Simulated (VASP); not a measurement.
Input of a VASP 6.6.1 run:

INCAR

```
SYSTEM = GaH2N
PREC = Accurate
ENCUT = 520
EDIFF = 1E-6
ISMEAR = 0
SIGMA = 0.05
LREAL = Auto
LASPH = .TRUE.
NELM = 100
ALGO = Normal
ISIF = 2
LWAVE = .FALSE.
LCHARG = .TRUE.
GGA = PE
LELF = .TRUE.
LVHAR = .TRUE.
NBANDS = 90
```

File KPOINTS:

```
Automatic mesh
0
G
  1 1 6
  0 0 0
```

Contents of POSCAR:

```
GaH2N
1.0
   16.4000000000      0.0000000000      0.0000000000
    0.0000000000     16.0000000000      0.0000000000
    0.0000000000      0.0000000000      5.3022442259
Ga N H
7 7 14
Direct
    0.3483082550      0.4393997247      0.9990284200
    0.5475055223      0.4428565174      1.0122922749
    0.4508243108      0.6214068267      0.9990259206
    0.4530982327      0.3796460339      0.4956916381
    0.3489887259      0.5603377967      0.4979771799
    0.6507719832      0.3817364806      0.4820737263
    0.5537096394      0.5582611538      0.4956892270
    0.3576560072      0.4445534356      0.3720916289
    0.5492766115      0.4418034014      0.3789167126
    0.4511491013      0.6105301488      0.3720908430
    0.4509960635      0.3885151758      0.8722940067
    0.3576141192      0.5552255441      0.8722258796
    0.6444902952      0.3854593344      0.8676454912
    0.5451611680      0.5556940613      0.8722919339
    0.2695985431      0.3922279642      0.9094863136
    0.4513065556      0.7148555239      0.9094640364
    0.4493642713      0.2855384788      0.4109476799
    0.2695977107      0.6073217480      0.4118541243
    0.6439520343      0.2865748566      0.4088455967
    0.7277695589      0.4353626452      0.4088331508
    0.6313602326      0.6086132491      0.4109317829
    0.3069307886      0.4134704268      0.4360774343
    0.4520521679      0.6711002059      0.4360693414
    0.4504299533      0.3278931218      0.9357331509
    0.3062691086      0.5856121109      0.9345050796
    0.6469064991      0.3255380220      0.9354882010
    0.6963256158      0.4132786125      0.9354779515
    0.5960955930      0.5865121477      0.9357302763
```

Potentials or basis: VASP PAW PBE potentials, release 64 (Ga_d, N, H).

The run is started by

```sh
$ cat potpaw_PBE.64/Ga_d/POTCAR potpaw_PBE.64/N/POTCAR potpaw_PBE.64/H/POTCAR > POTCAR
$ mpirun -np 1 vasp_std > vasp.out
```

(1) Estimate the largest force.

(2) Predict the band gap on the k mesh.

Results:

(1) 0.035 eV/Å.

(2) 4.75 eV (least direct gap 5.05 eV).
